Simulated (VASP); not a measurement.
# CdF2 (R3m) in VASP: notebook, part 3 of 3

VASP 6.6.1.

## 6. Single point, r2SCAN (all Cd atoms moved +0.188 Å, as atom 1 along Cartesian [1 1 1])

Contents of POSCAR:

```
CdF2
1.0
    0.0000000000      2.6940000000      2.6940000000
    2.6940000000      0.0000000000      2.6940000000
    2.6940000000      2.6940000000      0.0000000000
Cd F
1 2
Direct
    0.0200915322      0.0200915322      0.0200915322
    0.2500000000      0.2500000000      0.2500000000
    0.7500000000      0.7500000000      0.7500000000
```

Contents of INCAR.step1:

```
SYSTEM = CdF2
PREC = Accurate
ENCUT = 520
ISMEAR = 0
SIGMA = 0.05
LREAL = .FALSE.
LASPH = .TRUE.
NELM = 80
NBANDS = 20
GGA = PE
ALGO = Normal
EDIFF = 1E-4
LWAVE = .TRUE.
LCHARG = .FALSE.
```

Contents of INCAR.step2:

```
SYSTEM = CdF2
PREC = Accurate
ENCUT = 520
EDIFF = 1E-6
ISMEAR = 0
SIGMA = 0.05
LREAL = .FALSE.
LASPH = .TRUE.
NELM = 80
ALGO = Normal
ISIF = 2
LWAVE = .FALSE.
LCHARG = .FALSE.
METAGGA = R2SCAN
LMIXTAU = .TRUE.
NBANDS = 20
ISTART = 1
```

Contents of KPOINTS:

```
Automatic mesh
0
G
  8 8 8
  0 0 0
```

Potentials or basis: VASP PAW PBE potentials, release 64 (Cd, F).

Run with:

```sh
> cat potpaw_PBE.64/Cd/POTCAR potpaw_PBE.64/F/POTCAR > POTCAR
> cp INCAR.step1 INCAR
> mpirun -np 1 vasp_std > vasp.out
> cp INCAR.step2 INCAR
> mpirun -np 1 vasp_std > vasp.out
```

OUTCAR:

```text
SYSTEM = CdF2
   PREC = Accurate
   ENCUT = 520
   EDIFF = 1E-6
   ISMEAR = 0
   LREAL = .FALSE.
   LASPH = .TRUE.
   NELM = 80
   ISIF = 2
   METAGGA = R2SCAN
   ISTART = 1

 ion  position               nearest neighbor table
   1  0.020  0.020  0.020-   2 2.15   3 2.28   3 2.28   3 2.28   2 2.40   2 2.40   2 2.40   3 2.52

   2  0.250  0.250  0.250-   1 2.15   1 2.40   1 2.40   1 2.40
   3  0.750  0.750  0.750-   1 2.28   1 2.28   1 2.28   1 2.52

  LATTYP: Found a face centered cubic cell.
 ALAT       =     5.3880000000

  Lattice vectors:

 A1 = (   0.0000000000,   2.6940000000,   2.6940000000)
 A2 = (   2.6940000000,   0.0000000000,   2.6940000000)
 A3 = (   2.6940000000,   2.6940000000,   0.0000000000)

Analysis of symmetry for initial positions (statically):
=====================================================================
 Subroutine PRICEL returns:
 Original cell was already a primitive cell.

 Routine SETGRP: Setting up the symmetry group for a
 face centered cubic supercell.

 Subroutine GETGRP returns: Found  6 space group operations
 (whereof  6 operations were pure point group operations)
 out of a pool of 48 trial point group operations.

The static configuration has the point symmetry C_3v.

Analysis of symmetry for dynamics (positions and initial velocities):
=====================================================================
 Subroutine PRICEL returns:
 Original cell was already a primitive cell.

 Routine SETGRP: Setting up the symmetry group for a
 face centered cubic supercell.

 Subroutine GETGRP returns: Found  6 space group operations
 (whereof  6 operations were pure point group operations)
 out of a pool of 48 trial point group operations.

The dynamic configuration has the point symmetry C_3v.

 Subroutine INISYM returns: Found  6 space group operations
 (whereof  6 operations are pure point group operations),
 and found     1 'primitive' translations

----------------------------------------------------------------------------------------

                                     Primitive cell

  volume of cell :      39.1041

  direct lattice vectors                    reciprocal lattice vectors
     0.000000000  2.694000000  2.694000000    -0.185597624  0.185597624  0.185597624
     2.694000000  0.000000000  2.694000000     0.185597624 -0.185597624  0.185597624
     2.694000000  2.694000000  0.000000000     0.185597624  0.185597624 -0.185597624

  length of vectors
     3.809891337  3.809891337  3.809891337     0.321464515  0.321464515  0.321464515

  position of ions in fractional coordinates (direct lattice)
     0.020091532  0.020091532  0.020091532
     0.250000000  0.250000000  0.250000000
     0.750000000  0.750000000  0.750000000

  ion indices of the primitive-cell ions
   primitive index   ion index
                 1           1
                 2           2
                 3           3

----------------------------------------------------------------------------------------

 KPOINTS: Automatic mesh

Automatic generation of k-mesh.
 Grid dimensions read from file:
 generate k-points for:    8    8    8

 Generating k-lattice:

  Cartesian coordinates                     Fractional coordinates (reciprocal lattice)
    -0.023199703  0.023199703  0.023199703     0.125000000  0.000000000  0.000000000
     0.023199703 -0.023199703  0.023199703     0.000000000  0.125000000  0.000000000
     0.023199703  0.023199703 -0.023199703     0.000000000  0.000000000  0.125000000

  Length of vectors
     0.040183064  0.040183064  0.040183064

  Shift w.r.t. Gamma in fractional coordinates (k-lattice)
     0.000000000  0.000000000  0.000000000

 Subroutine IBZKPT returns following result:
 ===========================================

 Found     65 irreducible k-points:

 Following reciprocal coordinates:
            Coordinates               Weight
  0.000000  0.000000  0.000000      1.000000
  0.125000  0.000000  0.000000      6.000000
  0.125000  0.125000  0.125000      2.000000
  0.250000  0.000000  0.000000      6.000000
  0.250000  0.250000  0.250000      2.000000
  0.375000  0.000000  0.000000      6.000000
[... 16 lines left out ...]
 -0.250000  0.125000  0.000000     12.000000
  0.125000  0.125000  0.375000      6.000000
 [... further k-points ...]
   k-points           NKPTS =     65   k-points in BZ     NKDIM =     65   number of bands    NBANDS=     20
   number of dos      NEDOS =    301   number of ions     NIONS =      3
   total plane-waves  NPLWV =  21952
   dimension x,y,z NGX =    28 NGY =   28 NGZ =   28
   dimension x,y,z NGXF=    56 NGYF=   56 NGZF=   56
   ions per type =               1   2
   NGX,Y,Z   is equivalent  to a cutoff of  12.22, 12.22, 12.22 a.u.
   NGXF,Y,Z  is equivalent  to a cutoff of  24.44, 24.44, 24.44 a.u.
 SYSTEM =  CdF2
   PREC   = accura    normal or accurate (medium, high low for compatibility)
   ISTART =      1    job   : 0-new  1-cont  2-samecut
   ICHARG =      0    charge: 1-file 2-atom 10-const
   ISPIN  =      1    spin polarized calculation?
   LNONCOLLINEAR =      F non collinear calculations
   LSORBIT =      F    spin-orbit coupling
   LASPH  =      T    aspherical Exc in radial PAW
   ENCUT  =  520.0 eV  38.22 Ry    6.18 a.u.   7.08  7.08  7.08*2*pi/ulx,y,z
   NELM   =     80;   NELMIN=  2; NELMDL=  0     # of ELM steps
   EDIFF  = 0.1E-05   stopping-criterion for ELM
   LREAL  =      F    real-space projection
   EDIFFG = 0.1E-04   stopping-criterion for IOM
   NSW    =      0    number of steps for IOM
   IBRION =     -1    ionic relax: 0-MD 1-quasi-New 2-CG
   NFREE  =      0    steps in history (QN), initial steepest desc. (CG)
   ISIF   =      2    stress and relaxation
   ISYM   =      2    0-nonsym 1-usesym 2-fastsym
   POTIM  = 0.5000    time-step for ionic-motion
   TEBEG  =    0.0;   TEEND  =   0.0 temperature during run
   PSTRESS=    0.0 pullay stress
   NELECT =      26.0000    total number of electrons
   NUPDOWN=      -1.0000    fix difference up-down
   EMIN   =  10.00;   EMAX   =-10.00  energy-range for DOS
   EFERMI =   0.00;   METHOD = LEGACY
   ISMEAR =     0;   SIGMA  =   0.05  broadening in eV -4-tet -1-fermi 0-gaus
   EFERMI_NEDOS =   21; number of points for ismear=-14 and -15
   IALGO  =     38    algorithm
   IMIX   =      4    mixing-type and parameters
     AMIX     =   0.40;   BMIX     =  1.00
     AMIX_MAG =   1.60;   BMIX_MAG =  1.00
  volume/ion in A,a.u.               =      13.03        87.96
  Fermi-wavevector in a.u.,A,eV,Ry     =   1.428867  2.700166 27.778468  2.041660
  Thomas-Fermi vector in A             =   2.548882
   LORBIT       =      0    0 simple, 1 ext, 2 COOP (PROOUT), +10 PAW based schemes
   METAGGA = R2SCAN    functional components
   LHFCALC =     F    Hartree Fock is set to
   AEXX    =    0.0000 exact exchange contribution
   IVDW    =     0    specifies the selected vdW correction
   LEPSILON=     F    determine dielectric tensor
   LRPA    =     F    only Hartree local field effects (RPA)
 non-spin polarized calculation
 Gauss-broadening in eV      SIGMA  =   0.05
  energy-cutoff  :      520.00
  volume of cell :       39.10
 maximum number of plane-waves:      1067
   NGX = 15   NGY = 15   NGZ = 15

 number of electron      25.9999983 magnetization

 Free energy of the ion-electron system (eV)
  ---------------------------------------------------
  ext. energy  EPLUGINS =         0.00000000
  ---------------------------------------------------
  free energy    TOTEN  =       -33.60623561 eV

  energy without entropy =      -33.60623561  energy(sigma->0) =      -33.60623561

 E-fermi :  -1.6318     XC(G=0): -11.0402

 val. band max:       -1.8878635300   @ k =  -0.2500   0.5000   0.2500
 cond. band min:       1.8936750675   @ k =   0.0000   0.0000   0.0000
 fundamental gap:      3.7815385975
 Fermi energy:        -1.6317951397

 k-point     1 :       0.0000    0.0000    0.0000
  band No.  band energies     occupation
      1     -23.8404      2.00000
      2     -22.7886      2.00000
      3      -7.5181      2.00000
      4      -7.5032      2.00000
      5      -7.5032      2.00000
      6      -6.2887      2.00000
[... 12 lines left out ...]
     19      18.8585      0.00000
[... 513 lines left out ...]
      4      -7.1754      2.00000
      5      -6.5885      2.00000
      6      -6.4134      2.00000
[... 12 lines left out ...]
     19      17.0856      0.00000
     20      19.9637      0.00000

 [... further k-points ...]

------------------------ aborting loop because EDIFF is reached ----------------------------------------

  FORCE on cell =-STRESS in cart. coord.  units (eV):
  Direction    XX          YY          ZZ          XY          YZ          ZX
  --------------------------------------------------------------------------------------
  -------------------------------------------------------------------------------------
  Total        0.7896050      0.7896050      0.7896050      0.3594381      0.3594381      0.3594381
  in kB       32.3517454     32.3517454     32.3517454     14.7269199     14.7269199     14.7269199
  external PRESSURE =      32.3517454 kB  Pullay stress =       0.0000000 kB

 VOLUME and BASIS-vectors are now :
 -----------------------------------------------------------------------------
  energy-cutoff  :      520.00
  volume of cell :       39.10
      direct lattice vectors                 reciprocal lattice vectors
     0.000000000  2.694000000  2.694000000    -0.185597624  0.185597624  0.185597624
     2.694000000  0.000000000  2.694000000     0.185597624 -0.185597624  0.185597624
     2.694000000  2.694000000  0.000000000     0.185597624  0.185597624 -0.185597624

 POSITION                                       TOTAL-FORCE (eV/Angst)
 -----------------------------------------------------------------------------------
      0.10825      0.10825      0.10825        -0.750604     -0.750604     -0.750604
      1.34700      1.34700      1.34700         0.563043      0.563043      0.563043
      4.04100      4.04100      4.04100         0.187561      0.187561      0.187561
 -----------------------------------------------------------------------------------
    total drift:                                0.000417      0.000417      0.000417

  FREE ENERGIE OF THE ION-ELECTRON SYSTEM (eV)
  ---------------------------------------------------
  free  energy   TOTEN  =       -33.6062356088 eV

  energy  without entropy=      -33.6062356088  energy(sigma->0) =      -33.60623561
```

Run time: 4 min. Hardware: 1 thread of Intel Xeon 8259CL, shared host; peak memory 0.2 GiB.

Results:

| Property | Result |
| --- | --- |
| Free energy | -33.6062 eV |
| Pressure | 3.2 GPa |
| Largest force | 1.300 eV/Å |
| Band gap on the k mesh | 3.78 eV (least direct gap 4.26 eV) |

Forces on the atoms (eV/Å):
```
Cd  -0.751 -0.751 -0.751
F    0.563  0.563  0.563
F    0.188  0.188  0.188
```

Caveat: the cell differs from its parent crystal (all Cd atoms moved +0.188 Å, as atom 1 along Cartesian [1 1 1]); the cell stands under pressure; the PAW data sets were made with another functional, which shifts forces and pressure a little.

## 7. The runs side by side

```tsv
cell	gap on the mesh (eV)	pressure (GPa)	largest force (eV/Å)
as given, atomic positions A	3.75	7.0	2.61
as given, atomic positions B	3.79	4.3	1.67
as given, atomic positions C	3.77	2.4	0.98
as given, atomic positions D	3.78	5.5	2.10
as given, atomic positions E	3.78	3.2	1.30
```

Alike in all rows: task single point; level r2SCAN; potentials or basis VASP PAW PBE potentials, release 64 (Cd, F); no spin polarisation; k mesh 8 × 8 × 8; cutoff (eV) 520; smearing gaussian 0.05 eV.

Caveats: the PAW data sets were made with another functional, which shifts forces and pressure a little; the cell stands under pressure (at least some runs).

Absolute energies hang on the potentials; compare differences alone.
